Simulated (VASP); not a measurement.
# HgTe in VASP: single point with PBEsol

Aim: the single point of HgTe with PBEsol.

Program: VASP 6.6.1. These are calculated values, not measurements. Logs are shortened: lines on timing, memory, paths and dates and some standing lists are left out, and cuts for length are marked.

## Step 1: The cell of the first run

The cell holds a slab with vacuum, 8 atoms: a = 4.605 Å, b = 4.605 Å, c = 26.396 Å, α = 90.00°, β = 90.00°, γ = 90.00°.

## Step 2: Single point, PBEsol

INCAR

```
ALGO = Normal ; DIPOL = 0.5 0.5 0.500
EDIFF = 1E-6 ; ENCUT = 520
GGA = PS ; IDIPOL = 3
ISIF = 2 ; ISMEAR = 0
LASPH = True ; LCHARG = False
LDIPOL = True ; LREAL = False
LWAVE = False ; NBANDS = 46
NELM = 60 ; PREC = Accurate
SIGMA = 0.1
```

KPOINTS

```
k-points
0
Gamma
  8 8 1
```

POSCAR

```
HgTe
1.0
    4.6045185716      0.0000000000      0.0000000000
    0.0000000000      4.6045185716      0.0000000000
    0.0000000000      0.0000000000     26.3956020713
Te Hg
4 4
Direct
    0.5000000000      0.0000000000      0.2841382432
    0.0000000000      0.5000000000      0.4074878185
    0.5000000000      0.0000000000      0.5308373938
    0.0000000000      0.5000000000      0.6541869692
    0.5000000000      0.5000000000      0.3458130308
    0.0000000000      0.0000000000      0.4691626062
    0.5000000000      0.5000000000      0.5925121815
    0.0000000000      0.0000000000      0.7158617568
```

Potentials or basis: VASP PAW PBE potentials, release 64 (Te, Hg).

Started as:

```console
cat potpaw_PBE.64/Te/POTCAR potpaw_PBE.64/Hg/POTCAR > POTCAR
mpirun -np 1 vasp_std > vasp.out
```

OUTCAR:

```text
EDIFF = 1E-6
   ENCUT = 520
   GGA = PS
   ISIF = 2
   ISMEAR = 0
   LASPH = True
   LREAL = False
   NELM = 60
   PREC = Accurate

 ion  position               nearest neighbor table
   1  0.500  0.000  0.284-   5 2.82   5 2.82
   2  0.000  0.500  0.407-   5 2.82   6 2.82   6 2.82   5 2.82
   3  0.500  0.000  0.531-   6 2.82   6 2.82   7 2.82   7 2.82
   4  0.000  0.500  0.654-   8 2.82   8 2.82   7 2.82   7 2.82
   5  0.500  0.500  0.346-   1 2.82   1 2.82   2 2.82   2 2.82
   6  0.000  0.000  0.469-   3 2.82   3 2.82   2 2.82   2 2.82
   7  0.500  0.500  0.593-   3 2.82   4 2.82   3 2.82   4 2.82
   8  0.000  0.000  0.716-   4 2.82   4 2.82

  LATTYP: Found a simple tetragonal cell.
 ALAT       =     4.6045185716
 C/A-ratio  =     5.7325432965

  Lattice vectors:

 A1 = (   4.6045185716,   0.0000000000,   0.0000000000)
 A2 = (   0.0000000000,   4.6045185716,   0.0000000000)
 A3 = (   0.0000000000,   0.0000000000,  26.3956020713)

Analysis of symmetry for initial positions (statically):
=====================================================================
 Subroutine PRICEL returns:
 Original cell was already a primitive cell.

 Routine SETGRP: Setting up the symmetry group for a
 simple tetragonal supercell.

 Subroutine GETGRP returns: Found  4 space group operations
 (whereof  4 operations were pure point group operations)
 out of a pool of 16 trial point group operations.

The static configuration has the point symmetry C_2v.

Analysis of symmetry for dynamics (positions and initial velocities):
=====================================================================
 Subroutine PRICEL returns:
 Original cell was already a primitive cell.

 Routine SETGRP: Setting up the symmetry group for a
 simple tetragonal supercell.

 Subroutine GETGRP returns: Found  4 space group operations
 (whereof  4 operations were pure point group operations)
 out of a pool of 16 trial point group operations.

The dynamic configuration has the point symmetry C_2v.

 Subroutine INISYM returns: Found  4 space group operations
 (whereof  4 operations are pure point group operations),
 and found     1 'primitive' translations

----------------------------------------------------------------------------------------

                                     Primitive cell

  volume of cell :     559.6288

[... 112 lines left out ...]
   EMIN   =  10.00;   EMAX   =-10.00  energy-range for DOS
   EFERMI =   0.00;   METHOD = LEGACY
   ISMEAR =     0;   SIGMA  =   0.10  broadening in eV -4-tet -1-fermi 0-gaus
   EFERMI_NEDOS =   21; number of points for ismear=-14 and -15
   IALGO  =     38    algorithm
   IMIX   =      4    mixing-type and parameters
     AMIX     =   0.40;   BMIX     =  1.00
     AMIX_MAG =   1.60;   BMIX_MAG =  1.00
  volume/ion in A,a.u.               =      69.95       472.07
  Fermi-wavevector in a.u.,A,eV,Ry     =   0.826455  1.561773  9.293149  0.683027
  Thomas-Fermi vector in A             =   1.938489
   LORBIT       =      0    0 simple, 1 ext, 2 COOP (PROOUT), +10 PAW based schemes
   GGA     = PS    functional components
   LHFCALC =     F    Hartree Fock is set to
   AEXX    =    0.0000 exact exchange contribution
   IVDW    =     0    specifies the selected vdW correction
   LEPSILON=     F    determine dielectric tensor
   LRPA    =     F    only Hartree local field effects (RPA)
 non-spin polarized calculation
 Gauss-broadening in eV      SIGMA  =   0.10
  energy-cutoff  :      520.00
  volume of cell :      559.63
 maximum number of plane-waves:     15125
 NGX is ok and might be reduce to    36
   NGX = 17   NGY = 17   NGZ = 99

 dipolmoment           0.000000      0.000000      0.000000 electrons x Angstroem

 number of electron      72.0000001 magnetization

 dipolmoment           0.000000      0.000000     -0.164487 electrons x Angstroem

 Free energy of the ion-electron system (eV)
  ---------------------------------------------------
  ext. energy  EPLUGINS =         0.00000000
  ---------------------------------------------------
  free energy    TOTEN  =       -15.22562262 eV

  energy without entropy =      -15.19039235  energy(sigma->0) =      -15.20800749

 E-fermi :  -1.2303     XC(G=0):  -4.9302

 val. band max:       -1.2358877889   @ k =   0.0000   0.2500   0.0000
 cond. band min:      -1.2016541858   @ k =   0.1250   0.1250   0.0000
 fundamental gap:      0.0342336031
 Fermi energy:        -1.2302987744

 k-point     1 :       0.0000    0.0000    0.0000
  band No.  band energies     occupation
      1     -13.2096      2.00000
      2     -12.8552      2.00000
      3     -12.4910      2.00000
      4     -11.4532      2.00000
      5      -8.6110      2.00000
      6      -8.6073      2.00000
[... 1165 lines left out ...]
     45       3.9290      0.00000
     46       4.0536      0.00000

 [... further k-points ...]

------------------------ aborting loop because EDIFF is reached ----------------------------------------

 vacuum level on the upper side and lower side of the slab       (xc-potential included)        -0.898         0.457

  FORCE on cell =-STRESS in cart. coord.  units (eV):
  Direction    XX          YY          ZZ          XY          YZ          ZX
  --------------------------------------------------------------------------------------
  -------------------------------------------------------------------------------------
  Total       -0.7402889     -1.0253327     -0.1600113      0.0000000      0.0000000      0.0000000
  in kB       -2.1193946     -2.9354546     -0.4581011      0.0000000      0.0000000      0.0000000
  external PRESSURE =      -1.8376501 kB  Pullay stress =       0.0000000 kB

 VOLUME and BASIS-vectors are now :
 -----------------------------------------------------------------------------
  energy-cutoff  :      520.00
  volume of cell :      559.63
      direct lattice vectors                 reciprocal lattice vectors
     4.604518572  0.000000000  0.000000000     0.217177971  0.000000000  0.000000000
     0.000000000  4.604518572  0.000000000     0.000000000  0.217177971  0.000000000
     0.000000000  0.000000000 26.395602071     0.000000000  0.000000000  0.037885099

 POSITION                                       TOTAL-FORCE (eV/Angst)
 -----------------------------------------------------------------------------------
      2.30226      0.00000      7.50000         0.000000      0.000000      0.381900
      0.00000      2.30226     10.75589         0.000000      0.000000      0.334036
      2.30226      0.00000     14.01177         0.000000      0.000000      0.213241
      0.00000      2.30226     17.26766         0.000000      0.000000      0.073913
      2.30226      2.30226      9.12794         0.000000      0.000000     -0.578769
      0.00000      0.00000     12.38383         0.000000      0.000000     -0.270369
      2.30226      2.30226     15.63972         0.000000      0.000000     -0.216985
      0.00000      0.00000     18.89560         0.000000      0.000000      0.063032
 -----------------------------------------------------------------------------------
    total drift:                                0.000000      0.000000     -0.000706

  FREE ENERGIE OF THE ION-ELECTRON SYSTEM (eV)
  ---------------------------------------------------
  free  energy   TOTEN  =       -15.2256226248 eV

  energy  without entropy=      -15.1903923506  energy(sigma->0) =      -15.20800749

 vacuum level on the upper side and lower side of the slab         2.892         4.277
```

stdout:

```text
POSCAR found type information on POSCAR TeHg
 POSCAR found :  2 types and       8 ions
 scaLAPACK will be used
 -----------------------------------------------------------------------------
|                                                                             |
|                                                                             |
|     You enforced a specific xc type in the INCAR file but a different       |
|     I HOPE YOU KNOW WHAT YOU ARE DOING!                                     |
|                                                                             |
 -----------------------------------------------------------------------------

 LDA part: xc-table for (Slater+PW92), standard interpolation
 POSCAR, INCAR and KPOINTS ok, starting setup
 FFT: planning ... GRIDC
 FFT: planning ... GRID_SOFT
 FFT: planning ... GRID
 WAVECAR not read
 entering main loop
```

It took 41 min on 1 thread of AMD EPYC 7R13, shared host; peak memory 0.85 GiB.

What came out:

| Quantity | Value |
| --- | --- |
| Free energy | -15.2256 eV |
| Largest force | 0.579 eV/Å |
| Band gap on the k mesh | zero (band 36 reaches -1.01 eV, above the bottom of band 37 at -1.34 eV) |

Forces in eV/Å, atoms in the order of the input:
```
Te   0.000  0.000  0.382
Te   0.000  0.000  0.334
Te   0.000  0.000  0.213
Te   0.000  0.000  0.074
Hg   0.000  0.000 -0.579
Hg   0.000  0.000 -0.270
Hg   0.000  0.000 -0.217
Hg   0.000  0.000  0.063
```

Levels at points of the mesh, in eV from the Fermi level:
| k point | band 34 | band 35 | band 36 | band 37 | band 38 | band 39 |
| --- | --- | --- | --- | --- | --- | --- |
| (0.00, 0.00, 0.00) | -0.65 | 0.08 | 0.23 | 0.35 | 1.15 | 1.70 |
| (0.50, 0.00, 0.00) | -0.82 | -0.58 | -0.23 | -0.10 | 0.73 | 1.61 |
| (0.00, 0.50, 0.00) | -0.96 | -0.71 | -0.20 | 0.33 | 0.94 | 1.49 |
| (0.50, 0.50, 0.00) | -1.85 | -0.95 | -0.84 | 0.04 | 1.62 | 2.07 |

Caveat: the PAW data sets were made with another functional, which shifts forces and pressure a little; spin-orbit coupling is left out, which moves the levels of the heavy elements.
